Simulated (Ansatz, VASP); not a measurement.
One calculation of Eu, two programs

```
Eu
1.0
    -2.22747    2.22747    2.22747
     2.22747   -2.22747    2.22747
     2.22747    2.22747   -2.22747
Eu
1
Cartesian
  0.0000 0.0000 0.0000
```

Alike in both runs: task single point; functional r2SCAN; k mesh 10 × 10 × 10; occupations fermi-dirac, width 0.3 eV; collinear spin.

|  | VASP | Ansatz |
| --- | --- | --- |
| version | VASP 6.6.1 | Ansatz 0.2.0 |
| potentials or method | VASP PAW PBE potentials, release 64 (Eu), cutoff 520 eV | plane waves (500 eV) with PAW, scalar-relativistic |
| valence electrons in the cell | 17 | 17 |

|  | VASP | Ansatz | Ansatz less VASP |
| --- | --- | --- | --- |
| pressure (GPa) | -0.5 | -0.2 | +0.30 |
| net moment per atom (μB) | 7.71 | 7.74 | +0.029 |
| size of the moment on the site where the two differ most (μB) | 6.65 | 7.22 | +0.575 |

VASP's potentials were made for PBE, not for r2SCAN. Site moments also hang on the region over which each program counts them. Ansatz's warnings: stability check not made.

Neither program's run includes spin-orbit coupling.
